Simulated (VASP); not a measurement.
## SrO: single point with LDA

SrO:

```
CELL_PARAMETERS angstrom
0.00000 2.56630 2.56630
2.56630 0.00000 2.56630
2.56630 2.56630 0.00000
ATOMIC_POSITIONS crystal
Sr 0.50000 0.50000 0.50000
O 0.00000 0.00000 0.00000
```

* Program: VASP 6.6.1
* Task: single point
* Functional: LDA
* Potentials or basis: VASP PAW LDA potentials, release 64 (Sr_sv, O)
* Cutoff: 520 eV
* k mesh: 8 × 8 × 8
* Occupations: fermi-dirac, width 0.1 eV
* Spin: no spin polarisation
* Dipole correction: no
* Further INCAR settings: ALGO = Normal; EDIFF = 1e-06; NBANDS = 15

* Pressure: -3.1 GPa
* Band gap on the k mesh: 3.10 eV, indirect (least direct gap 3.18 eV)

Levels at points of the mesh, in eV from the valence-band top:
```
           k point  band 5  band 6  band 7  band 8  band 9  band 10  band 11  band 12
(0.00, 0.00, 0.00)  -13.79    0.00    0.00    0.00    3.84     6.12     6.12     6.12
(0.50, 0.00, 0.00)  -12.49   -2.25   -1.17   -1.17    6.47     8.31     8.83     8.83
(0.50, 0.50, 0.00)  -14.18   -0.42   -0.08   -0.08    3.10     7.80    10.22    10.22
```

It took 9.6 s on 1 thread of Intel(R) Xeon(R) Platinum 8488C (Sapphire Rapids), on a shared host, peak memory 0.14 GiB.

A k mesh can miss the band edges.
